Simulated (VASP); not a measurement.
# ZnCd2Se3 (an interface model) in VASP: single point with PBEsol

Aim: the single point of ZnCd2Se3 (an interface model) with PBEsol.

All numbers are computed with VASP 6.6.1; they aren't measurements. Logs are shortened: lines on timing, memory, paths and dates and some standing lists are left out, and cuts for length are marked.

### 1 The cell of the first run

The cell holds layers of an interface, 12 atoms: a = 3.983 Å, b = 3.983 Å, c = 19.005 Å, α = 90.00°, β = 90.00°, γ = 90.00°.

### 2 Single point, PBEsol

Contents of INCAR:

```
SYSTEM = ZnCd2Se3
PREC     = Accurate       ! precision mode
ENCUT    = 400            ! plane-wave cutoff, eV
EDIFF    = 1E-6           ! SCF threshold, eV
ISMEAR   = -1             ! smearing method
SIGMA    = 0.05           ! smearing width, eV
LREAL    = .FALSE.        ! projectors in reciprocal space
LASPH    = .TRUE.         ! aspherical terms in the spheres
NELM     = 120            ! most SCF steps
ALGO     = Normal         ! electronic algorithm
ISIF     = 2              ! what is computed and relaxed
LWAVE    = .FALSE.        ! write WAVECAR
LCHARG   = .FALSE.        ! write CHGCAR
GGA      = PS             ! functional
NBANDS   = 66             ! bands
GGA_COMPAT= .FALSE.
```

Contents of KPOINTS:

```
Automatic mesh
0
G
  6 6 1
  0 0 0
```

Contents of POSCAR:

```
ZnCd2Se3
1.0
    2.8166860000      2.8166860000      0.0000000000
   -2.8166860000      2.8166860000      0.0000000000
    0.0000000000      0.0000000000     19.0054090363
Cd Zn Se
4 2 6
Direct
    0.0000000000      0.0000000000      0.0002330000
    0.0000000000      0.0000000000      0.3520780000
    0.5000000000      0.5000000000      0.1761330000
    0.5000000000      0.5000000000      0.5279810000
    0.0000000000      0.0000000000      0.6899460000
    0.5000000000      0.5000000000      0.8382540000
    0.5000000000      0.0000000000      0.0881740000
    0.5000000000      0.0000000000      0.4400630000
    0.5000000000      0.0000000000      0.7641130000
    0.0000000000      0.5000000000      0.2641210000
    0.0000000000      0.5000000000      0.6164020000
    0.0000000000      0.5000000000      0.9118290000
```

Potentials or basis: VASP PAW PBE potentials, release 64 (Cd, Zn, Se).

Run with:

```bash
$ cat potpaw_PBE.64/Cd/POTCAR potpaw_PBE.64/Zn/POTCAR potpaw_PBE.64/Se/POTCAR > POTCAR
$ mpirun -np 1 vasp_std > vasp.out
```

OUTCAR:

```text
SYSTEM = ZnCd2Se3
   PREC = Accurate
   ENCUT = 400
   EDIFF = 1E-6
   ISMEAR = -1
   LREAL = .FALSE.
   LASPH = .TRUE.
   NELM = 120
   ISIF = 2
   GGA = PS

 ion  position               nearest neighbor table
   1  0.000  0.000  0.000-   7 2.60   7 2.60  12 2.61  12 2.61
   2  0.000  0.000  0.352-  10 2.60  10 2.60   8 2.60   8 2.60
   3  0.500  0.500  0.176-   7 2.60   7 2.60  10 2.60  10 2.60
   4  0.500  0.500  0.528-   8 2.60   8 2.60  11 2.61  11 2.61
   5  0.000  0.000  0.690-  11 2.43  11 2.43   9 2.44   9 2.44
   6  0.500  0.500  0.838-  12 2.43  12 2.43   9 2.44   9 2.44
   7  0.500  0.000  0.088-   1 2.60   1 2.60   3 2.60   3 2.60
   8  0.500  0.000  0.440-   4 2.60   4 2.60   2 2.60   2 2.60
   9  0.500  0.000  0.764-   6 2.44   6 2.44   5 2.44   5 2.44
  10  0.000  0.500  0.264-   2 2.60   2 2.60   3 2.60   3 2.60
  11  0.000  0.500  0.616-   5 2.43   5 2.43   4 2.61   4 2.61
  12  0.000  0.500  0.912-   6 2.43   6 2.43   1 2.61   1 2.61

  LATTYP: Found a simple tetragonal cell.
 ALAT       =     3.9833955421
 C/A-ratio  =     4.7711578816

  Lattice vectors:

 A1 = (   2.8166860000,   2.8166860000,   0.0000000000)
 A2 = (  -2.8166860000,   2.8166860000,   0.0000000000)
 A3 = (   0.0000000000,   0.0000000000,  19.0054090363)

Analysis of symmetry for initial positions (statically):
=====================================================================
 Subroutine PRICEL returns:
 Original cell was already a primitive cell.

 Routine SETGRP: Setting up the symmetry group for a
 simple tetragonal supercell.

 Subroutine GETGRP returns: Found  4 space group operations
 (whereof  4 operations were pure point group operations)
 out of a pool of 16 trial point group operations.

The static configuration has the point symmetry C_2v.

Analysis of symmetry for dynamics (positions and initial velocities):
=====================================================================
 Subroutine PRICEL returns:
 Original cell was already a primitive cell.

 Routine SETGRP: Setting up the symmetry group for a
 simple tetragonal supercell.

 Subroutine GETGRP returns: Found  4 space group operations
 (whereof  4 operations were pure point group operations)
 out of a pool of 16 trial point group operations.

The dynamic configuration has the point symmetry C_2v.

 Subroutine INISYM returns: Found  4 space group operations
 (whereof  4 operations are pure point group operations),
 and found     1 'primitive' translations

----------------------------------------------------------------------------------------

                                     Primitive cell

  volume of cell :     301.5672

  direct lattice vectors                    reciprocal lattice vectors
     2.816686000  2.816686000  0.000000000     0.177513574  0.177513574  0.000000000
    -2.816686000  2.816686000  0.000000000    -0.177513574  0.177513574  0.000000000
     0.000000000  0.000000000 19.005409036     0.000000000  0.000000000  0.052616600

  length of vectors
     3.983395542  3.983395542 19.005409036     0.251042105  0.251042105  0.052616600

  position of ions in fractional coordinates (direct lattice)
     0.000000000  0.000000000  0.000233000
     0.000000000  0.000000000  0.352078000
     0.500000000  0.500000000  0.176133000
     0.500000000  0.500000000  0.527981000
     0.000000000  0.000000000  0.689946000
     0.500000000  0.500000000  0.838254000
     0.500000000  0.000000000  0.088174000
     0.500000000  0.000000000  0.440063000
     0.500000000  0.000000000  0.764113000
     0.000000000  0.500000000  0.264121000
     0.000000000  0.500000000  0.616402000
     0.000000000  0.500000000  0.911829000

  ion indices of the primitive-cell ions
   primitive index   ion index
                 1           1
                 2           2
                 3           3
                 4           4
                 5           5
                 6           6
                 7           7
                 8           8
                 9           9
                10          10
                11          11
                12          12

----------------------------------------------------------------------------------------

 KPOINTS: Automatic mesh

Automatic generation of k-mesh.
 Grid dimensions read from file:
 generate k-points for:    6    6    1

 Generating k-lattice:

  Cartesian coordinates                     Fractional coordinates (reciprocal lattice)
     0.029585596  0.029585596  0.000000000     0.166666667  0.000000000  0.000000000
    -0.029585596  0.029585596  0.000000000     0.000000000  0.166666667  0.000000000
     0.000000000  0.000000000  0.052616600     0.000000000  0.000000000  1.000000000

  Length of vectors
     0.041840351  0.041840351  0.052616600

  Shift w.r.t. Gamma in fractional coordinates (k-lattice)
     0.000000000  0.000000000  0.000000000

 Subroutine IBZKPT returns following result:
 ===========================================

 Found     16 irreducible k-points:

 Following reciprocal coordinates:
            Coordinates               Weight
  0.000000  0.000000  0.000000      1.000000
  0.166667  0.000000  0.000000      2.000000
  0.000000  0.166667  0.000000      2.000000
  0.333333  0.000000  0.000000      2.000000
  0.000000  0.333333  0.000000      2.000000
  0.500000  0.000000  0.000000      1.000000
[... 8 lines left out ...]
 -0.333333  0.500000  0.000000      2.000000
  0.500000  0.500000  0.000000      1.000000
   k-points           NKPTS =     16   k-points in BZ     NKDIM =     16   number of bands    NBANDS=     66
   number of dos      NEDOS =    301   number of ions     NIONS =     12
   total plane-waves  NPLWV =  98784
   dimension x,y,z NGX =    28 NGY =   28 NGZ =  126
   dimension x,y,z NGXF=    56 NGYF=   56 NGZF=  252
   ions per type =               4   2   6
   NGX,Y,Z   is equivalent  to a cutoff of  11.69, 11.69, 11.02 a.u.
   NGXF,Y,Z  is equivalent  to a cutoff of  23.37, 23.37, 22.04 a.u.
 SYSTEM =  ZnCd2Se3
   PREC   = accura    normal or accurate (medium, high low for compatibility)
   ISTART =      0    job   : 0-new  1-cont  2-samecut
   ICHARG =      2    charge: 1-file 2-atom 10-const
   ISPIN  =      1    spin polarized calculation?
   LNONCOLLINEAR =      F non collinear calculations
   LSORBIT =      F    spin-orbit coupling
   LASPH  =      T    aspherical Exc in radial PAW
   ENCUT  =  400.0 eV  29.40 Ry    5.42 a.u.   6.50  6.50 30.99*2*pi/ulx,y,z
   NELM   =    120;   NELMIN=  2; NELMDL= -5     # of ELM steps
   EDIFF  = 0.1E-05   stopping-criterion for ELM
   LREAL  =      F    real-space projection
   EDIFFG = 0.1E-04   stopping-criterion for IOM
   NSW    =      0    number of steps for IOM
   IBRION =     -1    ionic relax: 0-MD 1-quasi-New 2-CG
   NFREE  =      0    steps in history (QN), initial steepest desc. (CG)
   ISIF   =      2    stress and relaxation
   ISYM   =      2    0-nonsym 1-usesym 2-fastsym
   POTIM  = 0.5000    time-step for ionic-motion
   TEBEG  =    0.0;   TEEND  =   0.0 temperature during run
   PSTRESS=    0.0 pullay stress
   NELECT =     108.0000    total number of electrons
   NUPDOWN=      -1.0000    fix difference up-down
   EMIN   =  10.00;   EMAX   =-10.00  energy-range for DOS
   EFERMI =   0.00;   METHOD = LEGACY
   ISMEAR =    -1;   SIGMA  =   0.05  broadening in eV -4-tet -1-fermi 0-gaus
   EFERMI_NEDOS =   21; number of points for ismear=-14 and -15
   IALGO  =     38    algorithm
   IMIX   =      4    mixing-type and parameters
     AMIX     =   0.40;   BMIX     =  1.00
     AMIX_MAG =   1.60;   BMIX_MAG =  1.00
  volume/ion in A,a.u.               =      25.13       169.59
  Fermi-wavevector in a.u.,A,eV,Ry     =   1.162576  2.196950 18.389405  1.351583
  Thomas-Fermi vector in A             =   2.299136
   LORBIT       =      0    0 simple, 1 ext, 2 COOP (PROOUT), +10 PAW based schemes
   GGA     = PS    functional components
   LHFCALC =     F    Hartree Fock is set to
   AEXX    =    0.0000 exact exchange contribution
   IVDW    =     0    specifies the selected vdW correction
   LEPSILON=     F    determine dielectric tensor
   LRPA    =     F    only Hartree local field effects (RPA)
 non-spin polarized calculation
  energy-cutoff  :      400.00
  volume of cell :      301.57
 maximum number of plane-waves:      5533
 NGX is ok and might be reduce to    28
   NGX = 13   NGY = 13   NGZ = 61

 number of electron     108.0000036 magnetization

 Free energy of the ion-electron system (eV)
  ---------------------------------------------------
  ext. energy  EPLUGINS =         0.00000000
  ---------------------------------------------------
  free energy    TOTEN  =       -37.81682351 eV

  energy without entropy =      -37.81643923  energy(sigma->0) =      -37.81663137

 E-fermi :   1.8557     XC(G=0):  -9.4587

 val. band max:        1.5660643669   @ k =   0.0000   0.0000   0.0000
 cond. band min:       2.0814401600   @ k =   0.0000   0.0000   0.0000
 fundamental gap:      0.5153757930
 Fermi energy:         1.8556603710

 k-point     1 :       0.0000    0.0000    0.0000
  band No.  band energies     occupation
      1     -11.8285      2.00000
      2     -11.4695      2.00000
      3     -11.4479      2.00000
      4     -11.1891      2.00000
      5     -11.1248      2.00000
      6     -10.9633      2.00000
[... 58 lines left out ...]
     65       6.5133      0.00000
     66       7.3108      0.00000

 k-point     2 :       0.1667    0.0000    0.0000
  band No.  band energies     occupation
      1     -11.7187      2.00000
      2     -11.3937      2.00000
      3     -11.3720      2.00000
      4     -11.1490      2.00000
      5     -11.0923      2.00000
      6     -10.9549      2.00000
[... 955 lines left out ...]
     65       6.5607      0.00000
     66       6.5779      0.00000

 k-point    16 :       0.5000    0.5000    0.0000
  band No.  band energies     occupation
      1     -10.8868      2.00000
      2     -10.8853      2.00000
      3     -10.8826      2.00000
      4     -10.8663      2.00000
      5     -10.8660      2.00000
      6     -10.8643      2.00000
[... 58 lines left out ...]
     65       5.9297      0.00000
     66       5.9297      0.00000

------------------------ aborting loop because EDIFF is reached ----------------------------------------

  FORCE on cell =-STRESS in cart. coord.  units (eV):
  Direction    XX          YY          ZZ          XY          YZ          ZX
  --------------------------------------------------------------------------------------
  -------------------------------------------------------------------------------------
  Total        5.2903437      5.2903437      0.1038711     -0.0112299      0.0000000      0.0000000
  in kB       28.1067340     28.1067340      0.5518501     -0.0596627      0.0000000      0.0000000
  external PRESSURE =      18.9217727 kB  Pullay stress =       0.0000000 kB

 VOLUME and BASIS-vectors are now :
 -----------------------------------------------------------------------------
  energy-cutoff  :      400.00
  volume of cell :      301.57
      direct lattice vectors                 reciprocal lattice vectors
     2.816686000  2.816686000  0.000000000     0.177513574  0.177513574  0.000000000
    -2.816686000  2.816686000  0.000000000    -0.177513574  0.177513574  0.000000000
     0.000000000  0.000000000 19.005409036     0.000000000  0.000000000  0.052616600

 POSITION                                       TOTAL-FORCE (eV/Angst)
 -----------------------------------------------------------------------------------
      0.00000      0.00000      0.00443        -0.000000      0.000000     -0.000452
      0.00000      0.00000      6.69139        -0.000000     -0.000000      0.002786
      0.00000      2.81669      3.34748         0.000000      0.000000      0.001212
      0.00000      2.81669     10.03449         0.000000      0.000000      0.002041
      0.00000      0.00000     13.11271         0.000000     -0.000000      0.001326
      0.00000      2.81669     15.93136         0.000000      0.000000      0.002670
      1.40834      1.40834      1.67578        -0.000000     -0.000000     -0.000716
      1.40834      1.40834      8.36358         0.000000      0.000000     -0.002436
      1.40834      1.40834     14.52228        -0.000000     -0.000000     -0.001366
     -1.40834      1.40834      5.01973         0.000000      0.000000     -0.002239
     -1.40834      1.40834     11.71497         0.000000      0.000000      0.019895
     -1.40834      1.40834     17.32968         0.000000      0.000000     -0.022719
 -----------------------------------------------------------------------------------
    total drift:                               -0.000000      0.000000      0.000309

  FREE ENERGIE OF THE ION-ELECTRON SYSTEM (eV)
  ---------------------------------------------------
  free  energy   TOTEN  =       -37.8168235054 eV

  energy  without entropy=      -37.8164392271  energy(sigma->0) =      -37.81663137
```

Wall time 6.5 min (1 thread of Oxide Virtual Turin-like, shared host); peak memory 0.37 GiB.

What came out:

```
Free energy            : -37.8168 eV
Pressure               : 1.9 GPa
Largest force          : 0.023 eV/Å
Band gap on the k mesh : 0.52 eV
```

Forces on the atoms (eV/Å):
```
Cd   0.000  0.000  0.000
Cd   0.000  0.000  0.003
Cd   0.000  0.000  0.001
Cd   0.000  0.000  0.002
Zn   0.000  0.000  0.001
Zn   0.000  0.000  0.003
Se   0.000  0.000 -0.001
Se   0.000  0.000 -0.002
Se   0.000  0.000 -0.001
Se   0.000  0.000 -0.002
Se   0.000  0.000  0.020
Se   0.000  0.000 -0.023
```

Stress tensor (GPa, compression positive):
```
 2.81 -0.01  0.00
-0.01  2.81  0.00
 0.00  0.00  0.06
```

Caveat: semilocal functionals underestimate gaps, and a narrow one can read as zero; the PAW data sets were made with another functional, which shifts forces and pressure a little.
